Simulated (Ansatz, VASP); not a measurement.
**One calculation of TlSe2Br, two programs**

```
Se Tl Br
1.0
     4.13075    0.00000    0.00000
    -2.06537    3.57733    0.00000
    -2.06537    1.19244    7.67964
Se Tl Br
2 1 1
Cartesian
  -2.0654 3.5773 5.3713
  2.0654 1.1924 2.3083
  0.0000 2.3849 3.8398
  0.0000 0.0000 0.0000
```

Alike in both runs: task single point; functional r2SCAN; k mesh 5 × 5 × 5; occupations gaussian, width 0.01 eV; no spin polarisation.

```csv
,VASP,Ansatz
version,VASP 6.6.1,Ansatz 0.2.0
potentials or method,"VASP PAW PBE potentials, release 64 (Se, Tl_d, Br), cutoff 520 eV",PAW plane waves
valence electrons in the cell,32,52
```

|  | VASP | Ansatz | Ansatz less VASP |
| --- | --- | --- | --- |
| gap on the k mesh at the Fermi level (eV) | none | none | - |
| pressure (GPa) | -1.8 | -1.8 | 0.00 |
| traceless stress, the component that is largest in VASP (GPa) | -1.16 | -1.14 | +0.015 |
| rms of the force components (eV/Å) | 0.143 | 0.140 | -0.0031 |

VASP's potentials were made for PBE, not for r2SCAN. Atom by atom the forces differ by 0.003 eV/Å (rms over components). A gap of «none» marks a metal or a gap that the smearing closes. VASP's potentials hold 32 valence electrons a cell and Ansatz's 52, so a difference there can come from the potentials and not from the codes.

Neither program's run includes spin-orbit coupling.
